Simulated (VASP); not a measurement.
# Cu3Ge in VASP: notebook, part 3 of 3

VASP 6.6.1. Earlier steps stand in the parts before.

### 5 Single point, PBEsol

Contents of INCAR:

```
SYSTEM = Cu3Ge
PREC = Accurate ; ENCUT = 520
EDIFF = 1E-6 ; ISMEAR = -1
SIGMA = 0.0664 ; LREAL = Auto
LASPH = .True. ; NELM = 100
ALGO = Normal ; ISIF = 2
LWAVE = .False. ; LCHARG = .True.
GGA = PS ; LELF = .True.
LVHAR = .True. ; ISYM = 0
NBANDS = 108
```

Contents of KPOINTS:

```
Automatic mesh
0
Gamma
  1 1 1
  0.25 0.25 0.25
```

Contents of POSCAR:

```
Cu3Ge
1.0
    5.8084680000      0.2175700000     -0.1413800000
    0.2175700000      6.0343640000     -0.1031110000
   -0.1413800000     -0.1031110000      6.2614650000
Cu Ge
12 4
Direct
    0.3895885535      0.9292519779      0.8261918146
    0.6179714152      0.5712137189      0.7348929071
    0.1478980502      0.6369485791      0.7533314059
    0.6161572418      0.6459012222      0.1649621665
    0.8268007087      0.8856240861      0.8698308893
    0.6758990336      0.1926332608      0.6583542691
    0.7520855675      0.1669281916      0.2020902441
    0.4322031573      0.3359016613      0.9682510465
    0.3796671436      0.3517099560      0.3473545737
    0.1564913777      0.2165993841      0.6857595675
    0.2253901130      0.7163302533      0.1455384935
    0.9411944542      0.4112634229      0.9795547615
    0.9306998956      0.5081512152      0.4003042948
    0.4562408201      0.9115688367      0.4446614493
    0.0210375944      0.9094025002      0.4823234972
    0.1220689225      0.0834658700      0.0597121207
```

Potentials or basis: VASP PAW PBE potentials, release 64 (Cu, Ge_d).

Command:

```bash
$ cat potpaw_PBE.64/Cu/POTCAR potpaw_PBE.64/Ge_d/POTCAR > POTCAR
$ mpirun -np 1 vasp_std > vasp.out
```

OUTCAR:

```text
SYSTEM = Cu3Ge
   PREC = Accurate
   ENCUT = 520
   EDIFF = 1E-6
   ISMEAR = -1
   LREAL = Auto
   LASPH = .True.
   NELM = 100
   ISIF = 2
   GGA = PS
   ISYM = 0

 ion  position               nearest neighbor table
   1  0.390  0.929  0.826-  10 2.29  16 2.31   3 2.36  14 2.44   2 2.52   5 2.54   8 2.61   6 2.66
                            11 2.67
   2  0.618  0.571  0.735-   6 2.32   8 2.42   5 2.43   1 2.52  12 2.52   4 2.72   3 2.74  13 2.84

   3  0.148  0.637  0.753-   1 2.36  12 2.42   5 2.43  15 2.45  11 2.51  10 2.56  13 2.62   8 2.71
                             2 2.74
   4  0.616  0.646  0.165-  11 2.28  13 2.41   8 2.49  14 2.50  12 2.57   9 2.65   2 2.72   5 2.77

   5  0.827  0.886  0.870-   6 2.40  16 2.41   3 2.43   2 2.43   1 2.54   7 2.67  15 2.74   4 2.77

   6  0.676  0.193  0.658-   2 2.32   5 2.40  14 2.51   8 2.55   1 2.66   9 2.69  15 2.78
   7  0.752  0.167  0.202-  16 2.38  12 2.42   8 2.49   9 2.55  13 2.62   5 2.67  15 2.74
   8  0.432  0.336  0.968-   9 2.41   2 2.42  10 2.46   4 2.49   7 2.49  16 2.54   6 2.55   1 2.61
                             3 2.71  11 2.74
   9  0.380  0.352  0.347-   8 2.41   7 2.55   4 2.65  11 2.65   6 2.69  10 2.72  13 2.74  14 2.75
                            16 2.83
[... 171 lines left out ...]
      1     -17.7350      2.00000
      2     -17.6857      2.00000
      3     -17.6448      2.00000
      4     -17.6342      2.00000
      5     -17.6148      2.00000
      6     -17.6072      2.00000
[... 98 lines left out ...]
    105      11.2326      0.00000
    106      11.6265      0.00000
 [bands above 106 left out]

------------------------ aborting loop because EDIFF is reached ----------------------------------------

  FORCE on cell =-STRESS in cart. coord.  units (eV):
  Direction    XX          YY          ZZ          XY          YZ          ZX
  --------------------------------------------------------------------------------------
  -------------------------------------------------------------------------------------
  Total       -4.5856650      2.1868162     -2.6323869      2.7865807      1.1063009      4.2381304
  in kB      -33.5490107     15.9988836    -19.2587065     20.3867979      8.0937659     31.0064256
  external PRESSURE =     -12.2696112 kB  Pullay stress =       0.0000000 kB

 VOLUME and BASIS-vectors are now :
 -----------------------------------------------------------------------------
  energy-cutoff  :      520.00
  volume of cell :      218.99
      direct lattice vectors                 reciprocal lattice vectors
     5.808468000  0.217570000 -0.141380000     0.172485284 -0.006154169  0.003793267
     0.217570000  6.034364000 -0.103111000    -0.006154169  0.165983768  0.002594389
    -0.141380000 -0.103111000  6.261465000     0.003793267  0.002594389  0.159835406

 POSITION                                       TOTAL-FORCE (eV/Angst)
 -----------------------------------------------------------------------------------
      2.34828      5.60702      5.02228         1.532351     -0.413193      0.345428
      3.60985      3.50559      4.45524         0.035547      0.791097     -0.068780
      0.89114      3.79808      4.63037         0.194899     -1.067253     -0.180651
      3.69614      4.01465      0.87919         1.044292     -0.194451     -0.418470
      4.87215      5.43438      5.23820        -0.095440     -0.443524      0.388598
      3.87477      1.24159      4.00684         0.179226     -0.369582     -0.597738
[... 8 lines left out ...]
      0.25186      5.44251      2.92331        -1.400167      0.733426     -0.259325
      0.71875      0.52407      0.34802         0.229004     -0.428255      0.587429
 -----------------------------------------------------------------------------------
    total drift:                                0.001014      0.001049     -0.000878

  FREE ENERGIE OF THE ION-ELECTRON SYSTEM (eV)
  ---------------------------------------------------
  free  energy   TOTEN  =       -68.2251727820 eV

  energy  without entropy=      -68.0486357118  energy(sigma->0) =      -68.13690425
```

stdout:

```text
POSCAR found type information on POSCAR CuGe
 POSCAR found :  2 types and      16 ions
 scaLAPACK will be used
 -----------------------------------------------------------------------------
|                                                                             |
|                                                                             |
|     You enforced a specific xc type in the INCAR file but a different       |
|     I HOPE YOU KNOW WHAT YOU ARE DOING!                                     |
|                                                                             |
 -----------------------------------------------------------------------------

 LDA part: xc-table for (Slater+PW92), standard interpolation
 POSCAR, INCAR and KPOINTS ok, starting setup
 FFT: planning ... GRIDC
 FFT: planning ... GRID_SOFT
 FFT: planning ... GRID
 WAVECAR not read
 entering main loop
```

Wall time 1.7 min (1 thread of Intel Xeon Platinum 8259CL at 2.50GHz (Skylake/Cascade Lake), shared host); peak memory 0.34 GiB.

What came out:

| Item | Value |
| --- | --- |
| Free energy | -68.2252 eV |
| Pressure | -1.2 GPa |
| Largest force | 1.772 eV/Å |
| Band gap on the k mesh | 0.10 eV |

Forces in eV/Å, atoms in the order of the input:
```
Cu   1.532 -0.413  0.345
Cu   0.036  0.791 -0.069
Cu   0.195 -1.067 -0.181
Cu   1.044 -0.194 -0.418
Cu  -0.095 -0.444  0.389
Cu   0.179 -0.370 -0.598
Cu  -0.704 -0.307  0.543
Cu  -0.189  0.144 -0.388
Cu  -0.147 -0.042  0.584
Cu  -0.375  1.410 -1.005
Cu  -1.082 -0.665 -0.073
Cu  -0.861  1.535 -0.019
Ge   0.622 -0.750  0.479
Ge   1.016  0.066  0.082
Ge  -1.400  0.733 -0.259
Ge   0.229 -0.428  0.587
```

Caveat: the k points lie up to 1.08 Å⁻¹ apart; the PAW data sets were made with another functional, which shifts forces and pressure a little.

### 6 Single point, PBEsol

Contents of INCAR:

```
SYSTEM = Cu3Ge
  PREC = Accurate
  ENCUT = 520
  EDIFF = 1E-7
  ISMEAR = -1
  SIGMA = 0.0664
  LREAL = Auto
  LASPH = .True.
  NELM = 100
  ALGO = Normal
  ISIF = 2
  LWAVE = .False.
  LCHARG = .False.
  GGA = PS
  ISYM = 0
  NBANDS = 108
```

KPOINTS is that of step 5.

Contents of POSCAR:

```
Cu3Ge
1.0
    5.8084680000      0.2175700000     -0.1413800000
    0.2175700000      6.0343640000     -0.1031110000
   -0.1413800000     -0.1031110000      6.2614650000
Cu Ge
12 4
Direct
    0.4481344943      0.9363500428      0.8853624901
    0.6383754353      0.5760007650      0.6515757149
    0.1893432385      0.6050603050      0.7145360902
    0.6313562092      0.7215569384      0.1503853488
    0.9111001363      0.8919381739      0.9102487955
    0.6820980728      0.1645498860      0.6879187105
    0.7443609539      0.1265298731      0.2065630605
    0.4756554275      0.3576519669      0.9755458214
    0.3371602940      0.3094732470      0.4118395325
    0.1823500361      0.1720127604      0.7193462003
    0.2238137204      0.6471835086      0.1134216230
    0.8841813765      0.4390225130      0.9823975081
    0.9168120430      0.4870633815      0.4258084137
    0.4402257055      0.8757919298      0.4625616995
   -0.0701944280      0.8937996543      0.4899695978
    0.1599611209      0.0900140496      0.1052582330
```

Potentials or basis: VASP PAW PBE potentials, release 64 (Cu, Ge_d).

Command:

```bash
$ cat potpaw_PBE.64/Cu/POTCAR potpaw_PBE.64/Ge_d/POTCAR > POTCAR
$ mpirun -np 1 vasp_std > vasp.out
```

Wall time 1.9 min (1 thread of Intel Xeon Platinum 8259CL at 2.50GHz (Skylake/Cascade Lake), shared host); peak memory 0.34 GiB.

Results (log left out):

| Property | Result |
| --- | --- |
| Free energy | -68.1032 eV |
| Pressure | -3.2 GPa |
| Largest force | 2.481 eV/Å |
| Band gap on the k mesh | 0.17 eV |

Forces on the atoms (eV/Å):
```
Cu   0.617 -1.059 -0.198
Cu  -1.063  0.218  1.379
Cu   0.189 -0.279  0.291
Cu   0.646 -0.965  0.402
Cu  -0.969 -1.153 -0.895
Cu   0.087  0.575 -0.428
Cu  -0.320  0.258  0.277
Cu  -0.169  0.063 -0.017
Cu   0.443  0.383 -0.641
Cu  -0.983  0.796 -0.367
Cu  -0.453  0.407  0.373
Cu   0.417 -0.182 -0.150
Ge   1.312 -1.697 -1.248
Ge  -0.789  1.010  0.626
Ge   0.510  0.704 -0.086
Ge   0.525  0.921  0.684
```

Stress tensor (GPa, compression positive):
```
-4.23 -0.31  2.95
-0.31 -4.09  3.10
 2.95  3.10 -1.14
```

Levels at points of the mesh, in eV from the valence-band top:
| k point | band 92 | band 93 | band 94 | band 95 | band 96 | band 97 |
| --- | --- | --- | --- | --- | --- | --- |
| (0.25, 0.25, 0.25) | -0.45 | -0.32 | 0.00 | 0.17 | 0.92 | 1.09 |

Caveat: the k points lie up to 1.08 Å⁻¹ apart; the PAW data sets were made with another functional, which shifts forces and pressure a little.

### 7 Single point, PBEsol

Contents of INCAR:

```
PREC     = Accurate       # precision mode
ENCUT    = 520            # plane-wave cutoff, eV
EDIFF    = 1E-7           # SCF threshold, eV
ISMEAR   = -1             # smearing method
SIGMA    = 0.0664         # smearing width, eV
LREAL    = Auto         
LASPH    = True           # aspherical terms in the spheres
NELM     = 80             # most SCF steps
ALGO     = Normal         # electronic algorithm
ISIF     = 2              # what is computed and relaxed
LWAVE    = False          # write WAVECAR
LCHARG   = True           # write CHGCAR
GGA      = PS             # functional
LELF     = True           # ELF
LVHAR    = True         
NBANDS   = 108            # bands
ISYM     = 0
```

KPOINTS is that of step 6.

Contents of POSCAR:

```
Cu3Ge
1.0
    5.8084680000      0.2175700000     -0.1413800000
    0.2175700000      6.0343640000     -0.1031110000
   -0.1413800000     -0.1031110000      6.2614650000
Cu Ge
12 4
Direct
    0.4335896149      0.8700177257      0.8723098025
    0.6871583654      0.5739619753      0.6744821289
    0.2177059029      0.5601424326      0.7708159523
    0.6306936915      0.6835370809      0.1826728515
    0.8759536521      0.8897704528      0.8951132760
    0.6605463102      0.1515473970      0.6652657551
    0.7566150805      0.1363688896      0.2240717424
    0.5006462761      0.3829013982      0.9781208897
    0.3615755844      0.3221491311      0.4054477147
    0.1554131638      0.1857255167      0.6822513033
    0.1720503879      0.7210060178      0.1718804042
    0.9362855558      0.4179682106      0.9897583348
    0.9454732998      0.4406950158      0.3939130090
    0.3644282397      0.8754937688      0.4999925581
   -0.0982654915      0.8776733336      0.4853191705
    0.1786398747      0.1253091287      0.0786780498
```

Command:

```bash
$ cat potpaw_PBE.64/Cu/POTCAR potpaw_PBE.64/Ge_d/POTCAR > POTCAR
$ mpirun -np 1 vasp_std > vasp.out
```

Run time: 1.8 min. Hardware: 1 thread of Intel Xeon Platinum 8259CL at 2.50GHz (Skylake/Cascade Lake), shared host; peak memory 0.34 GiB.

Results (log left out):

```
Free energy            : -68.5431 eV
Pressure               : -4.2 GPa
Largest force          : 1.487 eV/Å
Band gap on the k mesh : 0.16 eV
```

Forces on the atoms (eV/Å):
```
Cu   0.205  0.458  0.710
Cu  -0.425  0.294  0.115
Cu  -0.673  0.754 -0.784
Cu   0.522  0.487  0.487
Cu   0.197 -0.568  0.217
Cu  -0.300  0.606  0.235
Cu  -0.674 -0.153 -0.464
Cu  -0.010 -0.970  0.425
Cu   0.671  0.468 -0.800
Cu  -0.402 -0.266  0.565
Cu   0.144 -0.097 -0.224
Cu  -1.221  0.817 -0.231
Ge   0.023  0.196  0.451
Ge   0.716 -0.440 -0.733
Ge   0.218 -0.639  0.006
Ge   1.010 -0.948  0.024
```

Stress tensor (GPa, compression positive):
```
-7.61  1.39  5.78
 1.39 -3.43  1.73
 5.78  1.73 -1.41
```

Levels at points of the mesh, in eV from the valence-band top:
| k point | band 92 | band 93 | band 94 | band 95 | band 96 | band 97 |
| --- | --- | --- | --- | --- | --- | --- |
| (0.25, 0.25, 0.25) | -0.62 | -0.44 | 0.00 | 0.16 | 0.78 | 1.06 |

Caveat: the k points lie up to 1.08 Å⁻¹ apart; the PAW data sets were made with another functional, which shifts forces and pressure a little.
